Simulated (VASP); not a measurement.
A run of VASP 6.6.1:

Contents of INCAR:

```
PREC = Accurate
ENCUT = 520
EDIFF = 1E-6
ISMEAR = 0
SIGMA = 0.05
LREAL = F
LASPH = T
NELM = 100
ALGO = Normal
ISIF = 2
LWAVE = F
LCHARG = T
GGA = PE
LELF = T
LVHAR = T
NBANDS = 35
```

File KPOINTS:

```
regular mesh
0
Gamma
  9 9 2
```

POSCAR

```
Te2Mo
1.0
   -1.7785332447     -3.0805099428      0.0000000000
    1.7785332447     -3.0805099428      0.0000000000
    0.0000000000     -5.1339778706     15.2047171722
Te Mo
4 2
Direct
    0.5574257507      0.5574257507      0.1310943429
   -0.1925575826     -0.1925575826      0.6310943429
    0.3592575826      0.3592575826      0.3689056571
   -0.3907257507     -0.3907257507      0.8689056571
    0.0416916667      0.0416916667      0.7500000000
    0.1250083333      0.1250083333      0.2500000000
```

Potentials or basis: VASP PAW PBE potentials, release 64 (Te, Mo_sv).

Launch:

```sh
$ cat potpaw_PBE.64/Te/POTCAR potpaw_PBE.64/Mo_sv/POTCAR > POTCAR
$ mpirun -np 1 vasp_std > vasp.out
```

Hardware: 1 thread of Intel(R) Xeon(R) 6975P-C (Granite Rapids) (shared host).

Q: How long does it take, and how much memory?

A: Run time: 3 min on 1 thread of Intel(R) Xeon(R) 6975P-C (Granite Rapids) (shared host), peak memory 0.44 GiB. Counts: scf iterations 16, k points 50.
